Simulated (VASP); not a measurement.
# Zr (C2/m) in VASP: notebook

The runs below take Zr through single point, with PBE.

All numbers are computed with VASP 6.6.1; they aren't measurements. Logs are shortened: lines on timing, memory, paths and dates and some standing lists are left out, and cuts for length are marked.

## 1. The cell of the first run

Symmetry: C2/m, No. 12, monoclinic system. Conventional cell: a = 5.598 Å, b = 3.232 Å, c = 5.147 Å, α = 90.00°, β = 90.00°, γ = 90.00°. Within 3.8 Å of Zr (site symmetry m) lie 12 Zr at 2.90 to 3.51 Å.

## 2. Single point, PBE (atom 1 (Zr) moved by (-0.150, -0.300) A along y and z)

INCAR

```
PREC = Accurate
ENCUT = 520
EDIFF = 1E-6
ISMEAR = 0
SIGMA = 0.15
LREAL = F
LASPH = T
NELM = 100
ALGO = Fast
ISIF = 2
LWAVE = F
LCHARG = F
GGA = PE
NBANDS = 19
```

KPOINTS

```
regular mesh
0
Gamma
  18 18 10
```

POSCAR

```
Zr
1.0
    3.2319982225      0.0000000000      0.0000000000
   -1.6159991112      2.7989925657      0.0000000000
    0.0000000000      0.0000000000      5.1470000000
Zr
2
Direct
    0.3065379781      0.6130759563      0.1917136196
    0.6666666667      0.3333333333      0.7500000000
```

Potentials or basis: VASP PAW PBE potentials, release 64 (Zr_sv).

On the command line:

```sh
$ cat potpaw_PBE.64/Zr_sv/POTCAR > POTCAR
$ mpirun -np 1 vasp_std > vasp.out
```

OUTCAR:

```text
PREC = Accurate
   ENCUT = 520
   EDIFF = 1E-6
   ISMEAR = 0
   LREAL = F
   LASPH = T
   NELM = 100
   ISIF = 2
   GGA = PE

 ion  position               nearest neighbor table
   1  0.307  0.613  0.192-   2 2.90   2 2.90   2 3.04   2 3.39   2 3.39   2 3.51
   2  0.667  0.333  0.750-   1 2.90   1 2.90   1 3.04   1 3.39   1 3.39   1 3.51

  LATTYP: Found a hexagonal cell.
 ALAT       =     3.2319982225
 C/A-ratio  =     1.5925132521

  Lattice vectors:

 A1 = (   3.2319982225,   0.0000000000,   0.0000000000)
 A2 = (  -1.6159991112,   2.7989925657,   0.0000000000)
 A3 = (   0.0000000000,   0.0000000000,   5.1470000000)

Analysis of symmetry for initial positions (statically):
=====================================================================
 Subroutine PRICEL returns:
 Original cell was already a primitive cell.

 Routine SETGRP: Setting up the symmetry group for a
 hexagonal supercell.

 Subroutine GETGRP returns: Found  4 space group operations
 (whereof  2 operations were pure point group operations)
 out of a pool of 24 trial point group operations.

The static configuration has the point symmetry C_1h.
 The point group associated with its full space group is C_2h.

Analysis of symmetry for dynamics (positions and initial velocities):
=====================================================================
 Subroutine PRICEL returns:
 Original cell was already a primitive cell.

 Routine SETGRP: Setting up the symmetry group for a
 hexagonal supercell.

 Subroutine GETGRP returns: Found  4 space group operations
 (whereof  2 operations were pure point group operations)
 out of a pool of 24 trial point group operations.

The dynamic configuration has the point symmetry C_1h.
 The point group associated with its full space group is C_2h.

 Subroutine INISYM returns: Found  4 space group operations
 (whereof  2 operations are pure point group operations),
 and found     1 'primitive' translations

----------------------------------------------------------------------------------------

                                     Primitive cell

  volume of cell :      46.5615

  direct lattice vectors                    reciprocal lattice vectors
     3.231998223  0.000000000  0.000000000     0.309406111  0.178635701  0.000000000
    -1.615999111  2.798992566  0.000000000     0.000000000  0.357271403  0.000000000
     0.000000000  0.000000000  5.147000000     0.000000000  0.000000000  0.194287935

  length of vectors
     3.231998223  3.231998222  5.147000000     0.357271403  0.357271403  0.194287935

  position of ions in fractional coordinates (direct lattice)
     0.306537978  0.613075956  0.191713620
     0.666666667  0.333333333  0.750000000

  ion indices of the primitive-cell ions
   primitive index   ion index
                 1           1
                 2           2

----------------------------------------------------------------------------------------

 KPOINTS: regular mesh

Automatic generation of k-mesh.
 Grid dimensions read from file:
 generate k-points for:   18   18   10

 Generating k-lattice:

  Cartesian coordinates                     Fractional coordinates (reciprocal lattice)
     0.017189228  0.009924206  0.000000000     0.055555556  0.000000000  0.000000000
     0.000000000  0.019848411  0.000000000     0.000000000  0.055555556  0.000000000
     0.000000000  0.000000000  0.019428793     0.000000000  0.000000000  0.100000000

  Length of vectors
     0.019848411  0.019848411  0.019428793

  Shift w.r.t. Gamma in fractional coordinates (k-lattice)
     0.000000000  0.000000000  0.000000000

 Subroutine IBZKPT returns following result:
 ===========================================

 Found    866 irreducible k-points:

 Following reciprocal coordinates:
            Coordinates               Weight
  0.000000  0.000000  0.000000      1.000000
  0.055556 -0.000000  0.000000      4.000000
  0.000000  0.055556  0.000000      2.000000
  0.111111 -0.000000  0.000000      4.000000
  0.000000  0.111111  0.000000      2.000000
  0.166667 -0.000000  0.000000      4.000000
[... 16 lines left out ...]
 -0.055556  0.166667  0.000000      4.000000
 -0.166667  0.111111  0.000000      4.000000
 [... further k-points ...]
   k-points           NKPTS =    866   k-points in BZ     NKDIM =    866   number of bands    NBANDS=     19
   number of dos      NEDOS =    301   number of ions     NIONS =      2
   total plane-waves  NPLWV =  23040
   dimension x,y,z NGX =    24 NGY =   24 NGZ =   40
   dimension x,y,z NGXF=    48 NGYF=   48 NGZF=   80
   ions per type =               2
   NGX,Y,Z   is equivalent  to a cutoff of  12.35, 12.35, 12.92 a.u.
   NGXF,Y,Z  is equivalent  to a cutoff of  24.69, 24.69, 25.84 a.u.
 SYSTEM =  unknown system
   PREC   = accura    normal or accurate (medium, high low for compatibility)
   ISTART =      0    job   : 0-new  1-cont  2-samecut
   ICHARG =      2    charge: 1-file 2-atom 10-const
   ISPIN  =      1    spin polarized calculation?
   LNONCOLLINEAR =      F non collinear calculations
   LSORBIT =      F    spin-orbit coupling
   LASPH  =      T    aspherical Exc in radial PAW
   ENCUT  =  520.0 eV  38.22 Ry    6.18 a.u.   6.01  6.01  9.57*2*pi/ulx,y,z
   NELM   =    100;   NELMIN=  2; NELMDL= -5     # of ELM steps
   EDIFF  = 0.1E-05   stopping-criterion for ELM
   LREAL  =      F    real-space projection
   EDIFFG = 0.1E-04   stopping-criterion for IOM
   NSW    =      0    number of steps for IOM
   IBRION =     -1    ionic relax: 0-MD 1-quasi-New 2-CG
   NFREE  =      0    steps in history (QN), initial steepest desc. (CG)
   ISIF   =      2    stress and relaxation
   ISYM   =      2    0-nonsym 1-usesym 2-fastsym
   POTIM  = 0.5000    time-step for ionic-motion
   TEBEG  =    0.0;   TEEND  =   0.0 temperature during run
   PSTRESS=    0.0 pullay stress
   NELECT =      24.0000    total number of electrons
   NUPDOWN=      -1.0000    fix difference up-down
   EMIN   =  10.00;   EMAX   =-10.00  energy-range for DOS
   EFERMI =   0.00;   METHOD = LEGACY
   ISMEAR =     0;   SIGMA  =   0.15  broadening in eV -4-tet -1-fermi 0-gaus
   EFERMI_NEDOS =   21; number of points for ismear=-14 and -15
   IALGO  =     68    algorithm
   IMIX   =      4    mixing-type and parameters
     AMIX     =   0.40;   BMIX     =  1.00
     AMIX_MAG =   1.60;   BMIX_MAG =  1.00
  volume/ion in A,a.u.               =      23.28       157.11
  Fermi-wavevector in a.u.,A,eV,Ry     =   1.312612  2.480476 23.442147  1.722949
  Thomas-Fermi vector in A             =   2.442992
   LORBIT       =      0    0 simple, 1 ext, 2 COOP (PROOUT), +10 PAW based schemes
   GGA     = PE    functional components
   LHFCALC =     F    Hartree Fock is set to
   AEXX    =    0.0000 exact exchange contribution
   IVDW    =     0    specifies the selected vdW correction
   LEPSILON=     F    determine dielectric tensor
   LRPA    =     F    only Hartree local field effects (RPA)
 non-spin polarized calculation
 RMM-DIIS sequential band-by-band and
 Gauss-broadening in eV      SIGMA  =   0.15
  energy-cutoff  :      520.00
  volume of cell :       46.56
 maximum number of plane-waves:      1284
   NGX = 13   NGY = 13   NGZ = 19

 number of electron      24.0000000 magnetization

 Free energy of the ion-electron system (eV)
  ---------------------------------------------------
  ext. energy  EPLUGINS =         0.00000000
  ---------------------------------------------------
  free energy    TOTEN  =       -16.80972488 eV

  energy without entropy =      -16.78676725  energy(sigma->0) =      -16.79824606

 E-fermi :   8.9682     XC(G=0): -11.0476

 val. band max:        8.9671717189   @ k =   0.5000   0.2778   0.4000
 cond. band min:       8.9698625418   @ k =  -0.2222  -0.1111   0.2000
 fundamental gap:      0.0026908228
 Fermi energy:         8.9682062968

 k-point     1 :       0.0000    0.0000    0.0000
  band No.  band energies     occupation
      1     -39.8783      2.00000
      2     -39.6551      2.00000
      3     -18.4722      2.00000
      4     -17.5749      2.00000
      5     -17.4928      2.00000
      6     -17.3658      2.00000
[... 11 lines left out ...]
     18      11.7748      0.00000
     19      13.1761      0.00000

 k-point     2 :       0.0556   -0.0000    0.0000
  band No.  band energies     occupation
      1     -39.8742      2.00000
      2     -39.6542      2.00000
      3     -18.4631      2.00000
      4     -17.5982      2.00000
      5     -17.5053      2.00000
      6     -17.3731      2.00000
[... 11 lines left out ...]
     18      11.6895      0.00000
     19      13.3056      0.00000

 k-point     3 :       0.0000    0.0556    0.0000
  band No.  band energies     occupation
      1     -39.8746      2.00000
      2     -39.6538      2.00000
      3     -18.4643      2.00000
      4     -17.5816      2.00000
      5     -17.5219      2.00000
      6     -17.3818      2.00000
[... 11 lines left out ...]
     18      11.6918      0.00000
     19      13.5439      0.00000

 k-point     4 :       0.1111   -0.0000    0.0000
  band No.  band energies     occupation
      1     -39.8623      2.00000
      2     -39.6516      2.00000
      3     -18.4368      2.00000
      4     -17.6657      2.00000
      5     -17.5345      2.00000
      6     -17.4128      2.00000
[... 11 lines left out ...]
     18      11.5432      0.00000
     19      13.5514      0.00000

 k-point     5 :       0.0000    0.1111    0.0000
  band No.  band energies     occupation
      1     -39.8638      2.00000
      2     -39.6501      2.00000
      3     -18.4416      2.00000
      4     -17.6007      2.00000
      5     -17.5989      2.00000
      6     -17.4335      2.00000
[... 11 lines left out ...]
     18      11.5424      0.00000
     19      14.2883      0.00000
[... 334 lines left out ...]
      2     -39.6528      2.00000
      3     -18.4443      2.00000
      4     -17.6519      2.00000
      5     -17.5190      2.00000
      6     -17.3748      2.00000
[... 11 lines left out ...]
     18      11.6494      0.00000
     19      13.3253      0.00000

 k-point    22 :       0.1111    0.0556    0.0000
  band No.  band energies     occupation
      1     -39.8520      2.00000
      2     -39.6482      2.00000
      3     -18.4153      2.00000
      4     -17.7039      2.00000
      5     -17.5882      2.00000
      6     -17.4624      2.00000
[... 11 lines left out ...]
     18      11.5820      0.00000
     19      13.9150      0.00000

 k-point    23 :      -0.0556    0.1667    0.0000
  band No.  band energies     occupation
      1     -39.8532      2.00000
      2     -39.6471      2.00000
      3     -18.4189      2.00000
      4     -17.6701      2.00000
      5     -17.6212      2.00000
      6     -17.4715      2.00000
[... 11 lines left out ...]
     18      11.6021      0.00000
     19      14.1142      0.00000

 k-point    24 :      -0.1667    0.1111    0.0000
  band No.  band energies     occupation
      1     -39.8501      2.00000
      2     -39.6501      2.00000
      3     -18.4098      2.00000
      4     -17.7352      2.00000
      5     -17.5586      2.00000
      6     -17.4357      2.00000
[... 11 lines left out ...]
     18      11.6134      0.00000
     19      13.5049      0.00000

 [... further k-points ...]

------------------------ aborting loop because EDIFF is reached ----------------------------------------

  FORCE on cell =-STRESS in cart. coord.  units (eV):
  Direction    XX          YY          ZZ          XY          YZ          ZX
  --------------------------------------------------------------------------------------
  -------------------------------------------------------------------------------------
  Total        1.0767689      0.3387734      1.7791137      0.0000000      0.0490657      0.0000000
  in kB       37.0515233     11.6571639     61.2191439      0.0000000      1.6883462      0.0000000
  external PRESSURE =      36.6426104 kB  Pullay stress =       0.0000000 kB

 VOLUME and BASIS-vectors are now :
 -----------------------------------------------------------------------------
  energy-cutoff  :      520.00
  volume of cell :       46.56
      direct lattice vectors                 reciprocal lattice vectors
     3.231998223  0.000000000  0.000000000     0.309406111  0.178635701  0.000000000
    -1.615999111  2.798992566  0.000000000     0.000000000  0.357271403  0.000000000
     0.000000000  0.000000000  5.147000000     0.000000000  0.000000000  0.194287935

 POSITION                                       TOTAL-FORCE (eV/Angst)
 -----------------------------------------------------------------------------------
     -0.00000      1.71600      0.98675         0.000000      0.080371      1.749670
      1.61600      0.93300      3.86025        -0.000000     -0.080371     -1.749670
 -----------------------------------------------------------------------------------
    total drift:                               -0.000000      0.000000     -0.000003

  FREE ENERGIE OF THE ION-ELECTRON SYSTEM (eV)
  ---------------------------------------------------
  free  energy   TOTEN  =       -16.8097248775 eV

  energy  without entropy=      -16.7867672456  energy(sigma->0) =      -16.79824606
```

It took 28 min on 1 thread of Oxide Virtual Turin-like, shared host; peak memory 0.62 GiB.

Results:

* Free energy: -16.8097 eV
* Pressure: 3.7 GPa
* Largest force: 1.752 eV/Å
* Band gap on the k mesh: zero (bands 12 and 13 overlap by 1.10 eV)

Forces in eV/Å, atoms in the order of the input:
```
Zr   0.000  0.080  1.750
Zr   0.000 -0.080 -1.750
```

Caveat: the cell differs from its parent crystal (atom 1 (Zr) moved by (-0.150, -0.300) A along y and z); the cell stands under pressure; forces of over 1 eV/Å act on the atoms, so gaps and moduli don't describe the material at rest.

## 3. Single point, PBE (atom 1 (Zr) moved by (+0.150, -0.300) A along y and z)

INCAR

```
PREC = Accurate ; ENCUT = 520
EDIFF = 1E-7 ; ISMEAR = 0
SIGMA = 0.15 ; LREAL = F
LASPH = T ; NELM = 60
ALGO = Fast ; ISIF = 2
LWAVE = F ; LCHARG = T
GGA = PE ; LELF = T
LVHAR = T ; NBANDS = 19
```

KPOINTS

```
Automatic mesh
0
Gamma
  18 18 10
```

POSCAR: that of step 2 with these lines changed.

```diff
@@ -8,3 +8,3 @@
 Direct
-    0.3065379781      0.6130759563      0.1917136196
+    0.3601286885      0.7202573771      0.1917136196
     0.6666666667      0.3333333333      0.7500000000
```

Potentials or basis: VASP PAW PBE potentials, release 64 (Zr_sv).

On the command line:

```sh
$ cat potpaw_PBE.64/Zr_sv/POTCAR > POTCAR
$ mpirun -np 1 vasp_std > vasp.out
```

Wall time 42 min (1 thread of Oxide Virtual Turin-like, shared host); peak memory 0.63 GiB.

Results (log left out):

```yaml
Free_energy: -16.8063 eV
Pressure: 3.7 GPa
Largest_force: 1.744 eV/Å
Band_gap_on_the_k_mesh: zero (bands 12 and 13 overlap by 1.07 eV)
```

Forces on the atoms (eV/Å):
```
Zr   0.000 -0.082  1.743
Zr   0.000  0.082 -1.743
```

Stress tensor (GPa, compression positive):
```
 0.88  0.00  0.00
 0.00  4.03 -0.23
 0.00 -0.23  6.07
```

Levels at points of the mesh, in eV from the Fermi level:
```
           k point  band 9  band 10  band 11  band 12  band 13  band 14  band 15  band 16
(0.00, 0.00, 0.00)   -5.58    -3.12     0.38     0.65     0.75     1.08     1.20     2.12
(0.50, 0.00, 0.00)   -2.79    -2.54    -2.10    -0.10     0.39     0.96     1.85     4.90
(0.00, 0.50, 0.00)   -2.75    -2.29    -1.74    -0.24     0.38     0.51     1.52     4.70
(0.00, 0.00, 0.50)   -4.00    -3.82    -0.95     0.52     0.59     0.62     0.71     1.38
(0.50, 0.00, 0.50)   -2.97    -2.66    -1.52    -0.64     1.39     1.60     1.99     3.05
(0.00, 0.50, 0.50)   -3.05    -2.79    -1.46    -0.48     1.49     1.74     1.81     3.00
```

Caveat: the cell differs from its parent crystal (atom 1 (Zr) moved by (+0.150, -0.300) A along y and z); the stress differs along the axes, from 1 to 6 GPa; forces of over 1 eV/Å act on the atoms, so gaps and moduli don't describe the material at rest.
